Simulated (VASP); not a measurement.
Write the native input for VASP 6.6.1 that does the following.

- Task: single point
- Functional: LDA
- Potentials or basis: VASP PAW LDA potentials, release 64 (Na_pv, H)
- Cutoff: 520 eV
- k mesh: 6 × 6 × 6
- Occupations: fermi-dirac, width 0.02 eV
- Spin: no spin polarisation
- Dipole correction: no
- Further INCAR settings: ALGO = Normal; EDIFF = 1e-07; NBANDS = 16

The structure of NaH lies in POSCAR:

```
NaH
1.0
    3.8631047239      0.0000000000      0.0000000000
   -1.9315523619      3.3455468284      0.0000000000
    0.0000000000      0.0000000000      4.7240819757
Na H
2 2
Direct
    0.3333333333      0.6666666667     -0.0624991187
    0.6666666667      0.3333333333      0.4375008813
    0.3333333333      0.6666666667      0.4374991187
    0.6666666667      0.3333333333      0.9374991187
```

These files were run (other wordings do the same):

INCAR

```
SYSTEM = NaH
PREC = Accurate
ENCUT = 520
EDIFF = 1E-7
ISMEAR = -1
SIGMA = 0.02
LREAL = .False.
LASPH = .True.
NELM = 100
ALGO = Normal
ISIF = 2
LWAVE = .False.
LCHARG = .False.
GGA = CA
NBANDS = 16
```

KPOINTS

```
regular mesh
0
Gamma
  6 6 6
  0 0 0
```

Potentials or basis: VASP PAW LDA potentials, release 64 (Na_pv, H).

Launch:

```sh
$ cat potpaw_LDA.64/Na_pv/POTCAR potpaw_LDA.64/H/POTCAR > POTCAR
$ mpirun -np 1 vasp_std > vasp.out
```

Results of the run:

The pressure is 0.0 GPa and the band gap on the k mesh is 2.99 eV, indirect (least direct gap 4.00 eV).

Run time: 19 s on 1 thread of Intel(R) Xeon(R) Platinum 8488C (Sapphire Rapids), on a shared host, peak memory 0.15 GiB.
